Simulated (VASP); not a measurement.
Input of a VASP 6.6.1 run:

File INCAR:

```
ALGO = Normal
EDIFF = 1E-7
ENCUT = 520
GGA = PE
ISIF = 2
ISMEAR = 0
ISPIN = 2
LASPH = T
LCHARG = T
LELF = T
LMAXMIX = 4
LORBIT = 11
LREAL = F
LVHAR = T
LWAVE = F
MAGMOM = 0.21 0 0 0 0
NBANDS = 32
NELM = 150
PREC = Accurate
SIGMA = 0.1
```

File KPOINTS:

```
k-points
0
Gamma
  4 4 4
```

File POSCAR:

```
HfTiS3
1.0
    4.6013710784      0.0000000000      0.0000000000
    0.0000000000      4.6013710784      0.0000000000
    0.0000000000      0.0000000000      4.6013710784
Hf Ti S
1 1 3
Direct
    0.0000000000      0.0000000000      0.0000000000
    0.5000000000      0.5000000000      0.5000000000
    0.0000000000      0.5000000000      0.5000000000
    0.5000000000      0.0000000000      0.5000000000
    0.5000000000      0.5000000000      0.0000000000
```

Potentials or basis: VASP PAW PBE potentials, release 64 (Hf_pv, Ti_sv, S).

The run is started by

```console
$ cat potpaw_PBE.64/Hf_pv/POTCAR potpaw_PBE.64/Ti_sv/POTCAR potpaw_PBE.64/S/POTCAR > POTCAR
$ mpirun -np 1 vasp_std > vasp.out
```

Task: Predict the band gap on the k mesh.

Result: Zero (filled and empty bands overlap).

Task: Estimate the pressure.

Result: -0.2 GPa.

Caveat: spin-orbit coupling is left out, which moves the levels of the heavy elements.
